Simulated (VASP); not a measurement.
Set up this calculation in VASP 6.6.1, as the native input.

- Task: relaxation of cell and atoms
- Functional: PBE
- Potentials or basis: VASP PAW PBE potentials, release 64 (Ca_sv, Ga_d, O)
- Cutoff: 600 eV
- k mesh: 4 × 4 × 6
- Occupations: gaussian, width 0.1 eV
- Spin: no spin polarisation
- Dipole correction: no
- Further INCAR settings: ALGO = Normal; EDIFF = 1e-07; IBRION = 2; EDIFFG = -0.04; NSW = 90; ISIF = 3

The structure of CaGa2O2 lies in POSCAR:

```
CaGa2O2
1.0
    3.5096763669     -4.0481003041      0.0000000000
    3.5096763669      4.0481003041      0.0000000000
    0.0000000000      0.0000000000      3.5104658913
Ca Ga O
1 2 2
Direct
    0.5000000000      0.5000000000      0.5000000000
    0.5000000000      0.0000000000      0.0000000000
    0.0000000000      0.5000000000      0.0000000000
    0.7163498419      0.7163498419      0.0000000000
    0.2836501581      0.2836501581      0.0000000000
```

One way to write it, as run:

INCAR

```
PREC = Accurate
ENCUT = 600
EDIFF = 1E-7
ISMEAR = 0
SIGMA = 0.1
LREAL = False
LASPH = True
NELM = 80
ALGO = Normal
ISIF = 3
LWAVE = False
LCHARG = False
GGA = PE
IBRION = 2
NSW = 90
EDIFFG = -0.04
```

KPOINTS

```
Automatic mesh
0
Gamma
  4 4 6
```

Potentials or basis: VASP PAW PBE potentials, release 64 (Ca_sv, Ga_d, O).

Run with:

```sh
$ cat potpaw_PBE.64/Ca_sv/POTCAR potpaw_PBE.64/Ga_d/POTCAR potpaw_PBE.64/O/POTCAR > POTCAR
$ mpirun -np 1 vasp_std > vasp.out
```

Results of the run:

* Relaxed volume: 20.04 Å³/atom
* Relaxed cell: a = 5.370 Å, b = 5.370 Å, c = 3.510 Å, α = 90.00°, β = 90.00°, γ = 98.17°
* Space group after relaxing (to 0.05 Å): Cmmm (No. 65)
* Energy gained by relaxing: 0.1 meV/atom
* Ionic steps: 2
* Pressure after relaxing: 0.0 GPa
* Largest force after relaxing: 0.015 eV/Å
* Band gap on the k mesh: zero (band 24 reaches 2.24 eV, above the bottom of band 25 at 2.09 eV)

Wall time 3.5 min on 1 thread of Intel Xeon 6975P-C (shared host), peak memory 0.31 GiB.
